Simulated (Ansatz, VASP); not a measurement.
## One calculation of Li2H, two programs

```xyz
6
Lattice="2.7952 -0.0028 0.0097 0.0043 4.8507 -0.6792 0.0177 -0.7309 5.2580" Properties=species:S:1:pos:R:3 pbc="T T T"
Li    1.4174    1.4764    3.6900
Li    0.0184   -0.9476    4.0288
Li    1.4011    2.6409    0.8967
Li    0.0000    0.2176    1.2333
H    -0.0004    1.6168   -0.2278
H     1.4011    4.0396   -0.5620
```

Change from the starting cell: cell x2, atoms moved at random (sigma 0.15 Å) and cell strained at random (1.5 %), then relaxed without symmetry.

Alike in both runs: functional PBE; k mesh 8 × 4 × 4; occupations gaussian, width 0.2 eV; no spin polarisation.

Ansatz relaxed the structure, and its values are those at the end. VASP's run is a single point on that final structure, the one shown.

|  | VASP | Ansatz |
| --- | --- | --- |
| version | VASP 6.6.1 | Ansatz 0.2.0 |
| potentials or method | VASP PAW PBE potentials, release 64 (Li_sv, H), cutoff 520 eV | scalar-relativistic, plane waves, PAW |
| valence electrons in the cell | 14 | 14 |

|  | VASP | Ansatz | Ansatz less VASP |
| --- | --- | --- | --- |
| gap on the k mesh at the Fermi level (eV) | none | none | - |
| rms of the force components (eV/Å) | 0.005 | 0.004 | -0.0010 |

A gap of «none» marks a metal or a gap that the smearing closes.

Noted on VASP's run: the cutoff is under 1.25 times that of the potentials, so the pressure is a little rough.
